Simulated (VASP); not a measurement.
# Te (P3_121) in VASP: notebook

The runs below take Te through relaxation of cell and atoms, single point, with PBE.

All numbers are computed with VASP 6.6.1; they aren't measurements. Logs are shortened: lines on timing, memory, paths and dates and some standing lists are left out, and cuts for length are marked.

### Step 1. The cell of the first run

The structure is trigonal, space group P3_121 (No. 152). The conventional cell has a = 4.454 Å, b = 4.454 Å, c = 5.924 Å, α = 90.00°, β = 90.00°, γ = 120.00°. Within 3.8 Å of Te (site symmetry 2) lie 6 Te at 2.86 to 3.47 Å.

### Step 2. Relaxation of cell and atoms, PBE

Contents of INCAR:

```
SYSTEM = Te
PREC = Accurate ; ENCUT = 600
EDIFF = 1E-6 ; ISMEAR = -1
SIGMA = 0.05 ; LREAL = .False.
LASPH = .True. ; NELM = 100
ALGO = Normal ; ISIF = 3
LWAVE = .False. ; LCHARG = .False.
GGA = PE ; IBRION = 2
NSW = 80 ; EDIFFG = -0.01
```

Contents of KPOINTS:

```
Automatic mesh
0
Gamma
  5 5 3
  0 0 0
```

Contents of POSCAR:

```
Te
1.0
    4.4540012348      0.0000000000      0.0000000000
   -2.2270006174      3.8572782178      0.0000000000
    0.0000000000      0.0000000000      5.9240000000
Te
3
Direct
    0.2690000000      0.0000000000      0.3333333333
    0.0000000000      0.2690000000      0.6666666667
    0.7310000000      0.7310000000      0.0000000000
```

Potentials or basis: VASP PAW PBE potentials, release 64 (Te).

Started as:

```sh
> cat potpaw_PBE.64/Te/POTCAR > POTCAR
> mpirun -np 1 vasp_std > vasp.out
```

OUTCAR:

```text
SYSTEM = Te
   PREC = Accurate
   ENCUT = 600
   EDIFF = 1E-6
   ISMEAR = -1
   LREAL = .False.
   LASPH = .True.
   NELM = 100
   ISIF = 3
   GGA = PE
   IBRION = 2
   NSW = 80
   EDIFFG = -0.01

 ion  position               nearest neighbor table
   1  0.269  0.000  0.333-   3 2.86   2 2.86   3 3.47   3 3.47   2 3.47   2 3.47
   2  0.000  0.269  0.667-   3 2.86   1 2.86   3 3.47   3 3.47   1 3.47   1 3.47
   3  0.731  0.731  0.000-   2 2.86   1 2.86   1 3.47   2 3.47   2 3.47   1 3.47

  LATTYP: Found a hexagonal cell.
 ALAT       =     4.4540012348
 C/A-ratio  =     1.3300400444

  Lattice vectors:

 A1 = (   4.4540012348,   0.0000000000,   0.0000000000)
 A2 = (  -2.2270006174,   3.8572782178,   0.0000000000)
 A3 = (   0.0000000000,   0.0000000000,   5.9240000000)

Analysis of symmetry for initial positions (statically):
=====================================================================
 Subroutine PRICEL returns:
 Original cell was already a primitive cell.

 Routine SETGRP: Setting up the symmetry group for a
 hexagonal supercell.

 Subroutine GETGRP returns: Found  6 space group operations
 (whereof  2 operations were pure point group operations)
 out of a pool of 24 trial point group operations.

The static configuration has the point symmetry C_2 .
 The point group associated with its full space group is D_3 .

Analysis of symmetry for dynamics (positions and initial velocities):
=====================================================================
 Subroutine PRICEL returns:
 Original cell was already a primitive cell.

 Routine SETGRP: Setting up the symmetry group for a
 hexagonal supercell.

 Subroutine GETGRP returns: Found  6 space group operations
 (whereof  2 operations were pure point group operations)
 out of a pool of 24 trial point group operations.

The dynamic configuration has the point symmetry C_2 .
 The point group associated with its full space group is D_3 .

 Subroutine INISYM returns: Found  6 space group operations
 (whereof  2 operations are pure point group operations),
 and found     1 'primitive' translations

----------------------------------------------------------------------------------------

                                     Primitive cell

  volume of cell :     101.7762

  direct lattice vectors                    reciprocal lattice vectors
     4.454001235  0.000000000  0.000000000     0.224517226  0.129625081  0.000000000
    -2.227000617  3.857278218  0.000000000     0.000000000  0.259250161  0.000000000
     0.000000000  0.000000000  5.924000000     0.000000000  0.000000000  0.168804862

  length of vectors
     4.454001235  4.454001235  5.924000000     0.259250161  0.259250161  0.168804862

  position of ions in fractional coordinates (direct lattice)
     0.269000000  0.000000000  0.333333333
     0.000000000  0.269000000  0.666666667
     0.731000000  0.731000000  0.000000000

  ion indices of the primitive-cell ions
   primitive index   ion index
                 1           1
                 2           2
                 3           3

----------------------------------------------------------------------------------------

 KPOINTS: Automatic mesh

Automatic generation of k-mesh.
 Grid dimensions read from file:
 generate k-points for:    5    5    3

 Generating k-lattice:

  Cartesian coordinates                     Fractional coordinates (reciprocal lattice)
     0.044903445  0.025925016  0.000000000     0.200000000  0.000000000  0.000000000
     0.000000000  0.051850032  0.000000000     0.000000000  0.200000000  0.000000000
     0.000000000  0.000000000  0.056268287     0.000000000  0.000000000  0.333333333

  Length of vectors
     0.051850032  0.051850032  0.056268287

  Shift w.r.t. Gamma in fractional coordinates (k-lattice)
     0.000000000  0.000000000  0.000000000

 Subroutine IBZKPT returns following result:
 ===========================================

 Found     12 irreducible k-points:

 Following reciprocal coordinates:
            Coordinates               Weight
  0.000000  0.000000  0.000000      1.000000
  0.200000 -0.000000  0.000000      6.000000
  0.400000 -0.000000  0.000000      6.000000
  0.200000  0.200000  0.000000      6.000000
  0.400000  0.200000  0.000000      6.000000
  0.000000  0.000000  0.333333      2.000000
  0.200000 -0.000000  0.333333      6.000000
  0.000000  0.200000  0.333333      6.000000
  0.400000 -0.000000  0.333333      6.000000
  0.000000  0.400000  0.333333      6.000000
  0.200000  0.200000  0.333333     12.000000
  0.400000  0.200000  0.333333     12.000000
   k-points           NKPTS =     12   k-points in BZ     NKDIM =     12   number of bands    NBANDS=     13
   number of dos      NEDOS =    301   number of ions     NIONS =      3
   total plane-waves  NPLWV =  62208
   dimension x,y,z NGX =    36 NGY =   36 NGZ =   48
   dimension x,y,z NGXF=    72 NGYF=   72 NGZF=   96
   ions per type =               3
   NGX,Y,Z   is equivalent  to a cutoff of  13.44, 13.44, 13.47 a.u.
   NGXF,Y,Z  is equivalent  to a cutoff of  26.87, 26.87, 26.94 a.u.
 SYSTEM =  Te
   PREC   = accura    normal or accurate (medium, high low for compatibility)
   ISTART =      0    job   : 0-new  1-cont  2-samecut
   ICHARG =      2    charge: 1-file 2-atom 10-const
   ISPIN  =      1    spin polarized calculation?
   LNONCOLLINEAR =      F non collinear calculations
   LSORBIT =      F    spin-orbit coupling
   LASPH  =      T    aspherical Exc in radial PAW
   ENCUT  =  600.0 eV  44.10 Ry    6.64 a.u.   8.90  8.90 11.83*2*pi/ulx,y,z
   NELM   =    100;   NELMIN=  2; NELMDL= -5     # of ELM steps
   EDIFF  = 0.1E-05   stopping-criterion for ELM
   LREAL  =      F    real-space projection
   EDIFFG = -.1E-01   stopping-criterion for IOM
   NSW    =     80    number of steps for IOM
   IBRION =      2    ionic relax: 0-MD 1-quasi-New 2-CG
   NFREE  =      1    steps in history (QN), initial steepest desc. (CG)
   ISIF   =      3    stress and relaxation
   ISYM   =      2    0-nonsym 1-usesym 2-fastsym
   POTIM  = 0.5000    time-step for ionic-motion
   TEBEG  =    0.0;   TEEND  =   0.0 temperature during run
   PSTRESS=    0.0 pullay stress
   NELECT =      18.0000    total number of electrons
   NUPDOWN=      -1.0000    fix difference up-down
   EMIN   =  10.00;   EMAX   =-10.00  energy-range for DOS
   EFERMI =   0.00;   METHOD = LEGACY
   ISMEAR =    -1;   SIGMA  =   0.05  broadening in eV -4-tet -1-fermi 0-gaus
   EFERMI_NEDOS =   21; number of points for ismear=-14 and -15
   IALGO  =     38    algorithm
   IMIX   =      4    mixing-type and parameters
     AMIX     =   0.40;   BMIX     =  1.00
     AMIX_MAG =   1.60;   BMIX_MAG =  1.00
  volume/ion in A,a.u.               =      33.93       228.94
  Fermi-wavevector in a.u.,A,eV,Ry     =   0.918932  1.736530 11.489259  0.844437
  Thomas-Fermi vector in A             =   2.044070
   LORBIT       =      0    0 simple, 1 ext, 2 COOP (PROOUT), +10 PAW based schemes
   GGA     = PE    functional components
   LHFCALC =     F    Hartree Fock is set to
   AEXX    =    0.0000 exact exchange contribution
   IVDW    =     0    specifies the selected vdW correction
   LEPSILON=     F    determine dielectric tensor
   LRPA    =     F    only Hartree local field effects (RPA)
 conjugate gradient relaxation of ions
 non-spin polarized calculation
  energy-cutoff  :      600.00
  volume of cell :      101.78
 maximum number of plane-waves:      3410
 NGX is ok and might be reduce to    36
   NGX = 17   NGY = 17   NGZ = 23

--------------------------------------- Ionic step        1  -------------------------------------------

 number of electron      17.9999999 magnetization

 Free energy of the ion-electron system (eV)
  ---------------------------------------------------
  ext. energy  EPLUGINS =         0.00000000
  ---------------------------------------------------
  free energy    TOTEN  =        -9.41287310 eV

  energy without entropy =       -9.41285460  energy(sigma->0) =       -9.41286385

------------------------ aborting loop because EDIFF is reached ----------------------------------------

  FORCE on cell =-STRESS in cart. coord.  units (eV):
  Direction    XX          YY          ZZ          XY          YZ          ZX
  --------------------------------------------------------------------------------------
  -------------------------------------------------------------------------------------
  Total        0.8815522      0.8815522      1.0702074      0.0000000      0.0000000      0.0000000
  in kB       13.8775332     13.8775332     16.8473723      0.0000000      0.0000000      0.0000000
  external PRESSURE =      14.8674796 kB  Pullay stress =       0.0000000 kB
[... 92 lines left out ...]
  FREE ENERGIE OF THE ION-ELECTRON SYSTEM (eV)
  ---------------------------------------------------
  free  energy   TOTEN  =        -9.4269044545 eV

  energy  without entropy=       -9.4268819462  energy(sigma->0) =       -9.42689320

[... ionic steps 4 to 8 ...]

--------------------------------------- Ionic step        9  -------------------------------------------

 number of electron      17.9999999 magnetization

------------------------ aborting loop because EDIFF is reached ----------------------------------------

  FORCE on cell =-STRESS in cart. coord.  units (eV):
  Direction    XX          YY          ZZ          XY          YZ          ZX
  --------------------------------------------------------------------------------------
  -------------------------------------------------------------------------------------
  Total       -0.0268706     -0.0268706     -0.0369212      0.0000000      0.0000000      0.0000000
  in kB       -0.4088865     -0.4088865     -0.5618248      0.0000000      0.0000000      0.0000000
  external PRESSURE =      -0.4598659 kB  Pullay stress =       0.0000000 kB
[... 59 lines left out ...]
  energy  without entropy=       -9.4280182653  energy(sigma->0) =       -9.42803249

--------------------------------------- Ionic step       11  -------------------------------------------

 number of electron      17.9999999 magnetization

 Free energy of the ion-electron system (eV)
  ---------------------------------------------------
  ext. energy  EPLUGINS =         0.00000000
  ---------------------------------------------------
  free energy    TOTEN  =        -9.42808005 eV

  energy without entropy =       -9.42805297  energy(sigma->0) =       -9.42806651

 E-fermi :   5.6519     XC(G=0):  -8.9210

 val. band max:        5.1716583103   @ k =   0.4000   0.2000   0.3333
 cond. band min:       6.0397503485   @ k =   0.0000   0.0000   0.3333
 fundamental gap:      0.8680920382
 Fermi energy:         5.6518610028

 k-point     1 :       0.0000    0.0000    0.0000
  band No.  band energies     occupation
      1      -7.8425      2.00000
      2      -4.6686      2.00000
      3      -4.6686      2.00000
      4       2.5366      2.00000
      5       2.8117      2.00000
      6       2.8117      2.00000
      7       3.9017      2.00000
      8       3.9017      2.00000
      9       4.7070      2.00000
     10       6.5293      0.00000
     11       6.5293      0.00000
     12       7.0555      0.00000
     13      10.5850      0.00000
[... 204 lines left out ...]
  FREE ENERGIE OF THE ION-ELECTRON SYSTEM (eV)
  ---------------------------------------------------
  free  energy   TOTEN  =        -9.4280800468 eV

  energy  without entropy=       -9.4280529671  energy(sigma->0) =       -9.42806651

 reached required accuracy - stopping structural energy minimisation
```

It took 3.3 min on 1 thread of Intel Xeon 8259CL, shared host; peak memory 0.24 GiB.

What came out:

| Item | Value |
| --- | --- |
| Free energy | -9.4281 eV |
| Relaxed volume | 35.10 Å³/atom |
| Relaxed cell | a = 4.526 Å, b = 4.526 Å, c = 5.935 Å, α = 90.00°, β = 90.00°, γ = 120.00° |
| Space group after relaxing (to 0.1 Å) | P3_121 (No. 152) |
| Energy gained by relaxing | 5.1 meV/atom |
| Ionic steps | 11 |
| Pressure after relaxing | 0.0 GPa |
| Band gap on the k mesh | 0.87 eV (least direct gap 1.22 eV) |

Step by step:
```csv
step,energy change (eV),largest force (eV/Å),pressure (GPa),volume (Å³)
1,0.0000,0.1728,1.49,101.78
2,-0.0082,0.1013,-0.85,106.48
3,-0.0140,0.0007,0.02,104.59
4,-0.0144,0.0023,0.02,104.68
5,-0.0151,0.0118,0.01,104.94
6,-0.0151,0.0132,0.02,104.98
7,-0.0151,0.0135,0.02,104.99
8,-0.0151,0.0141,-0.01,105.12
9,-0.0151,0.0146,-0.05,105.29
10,-0.0152,0.0109,-0.03,105.29
11,-0.0152,0.0003,0.02,105.29
```

Final structure:
```
Te
1.0
     4.52611    0.00000    0.00000
    -2.26305    3.91972    0.00000
     0.00000    0.00000    5.93470
Te
3
Direct
  0.26918 0.00000 0.33333
  0.00000 0.26918 0.66667
  0.73082 0.73082 0.00000
```

Caveat: spin-orbit coupling is left out, which moves the levels of the heavy elements; an odd mesh through Γ misses points on the zone boundary, where band edges can lie. PBE gaps usually lie below the measured ones, often by a third to a half.

### Step 3. Single point, PBE (30.96 Å³/atom)

This run uses another cell than the first one, of 30.96 Å³/atom.

Contents of INCAR:

```
SYSTEM = Te
PREC = Accurate
ENCUT = 520
EDIFF = 1E-6
ISMEAR = -1
SIGMA = 0.05
LREAL = .False.
LASPH = .True.
NELM = 60
ALGO = Normal
ISIF = 2
LWAVE = .False.
LCHARG = .False.
GGA = PE
NBANDS = 16
```

Contents of KPOINTS:

```
regular mesh
0
Gamma
  8 8 5
  0 0 0
```

Contents of POSCAR:

```
Te
1.0
    4.3412859205      0.0000000000      0.0000000000
   -2.1706429602      3.7596638922      0.0000000000
    0.0000000000      0.0000000000      5.6897418203
Te
3
Direct
    0.2684005468      1.0000000000      0.3333333333
    0.0000000000      0.2684005468      0.6666666667
    0.7315994532      0.7315994532      0.0000000000
```

Potentials or basis: VASP PAW PBE potentials, release 64 (Te).

Started as:

```sh
> cat potpaw_PBE.64/Te/POTCAR > POTCAR
> mpirun -np 1 vasp_std > vasp.out
```

It took 70 s on 1 thread of Intel Xeon 8259CL, shared host; peak memory 0.21 GiB.

It converged, with:

| Quantity | Value |
| --- | --- |
| Free energy | -9.1650 eV |
| Pressure | 7.7 GPa |
| Largest force | 0.773 eV/Å |
| Band gap on the k mesh | 0.56 eV (least direct gap 0.96 eV) |

Forces on the atoms (eV/Å):
```
Te   0.773  0.000  0.000
Te  -0.386  0.669  0.000
Te  -0.386 -0.669  0.000
```

Stress tensor (GPa, compression positive):
```
6.51 0.00 0.00
0.00 6.51 0.00
0.00 0.00 9.95
```

Levels at points of the mesh, in eV from the valence-band top:
| k point | band 6 | band 7 | band 8 | band 9 | band 10 | band 11 | band 12 | band 13 |
| --- | --- | --- | --- | --- | --- | --- | --- | --- |
| (0.00, 0.00, 0.00) | -2.81 | -1.81 | -1.81 | -0.90 | 1.26 | 1.26 | 1.76 | 4.91 |
| (0.50, 0.00, 0.00) | -3.94 | -3.80 | -1.09 | -0.78 | 1.05 | 1.08 | 2.70 | 4.47 |

Caveat: the cell stands under pressure; spin-orbit coupling is left out, which moves the levels of the heavy elements; an odd mesh through Γ misses points on the zone boundary, where band edges can lie.
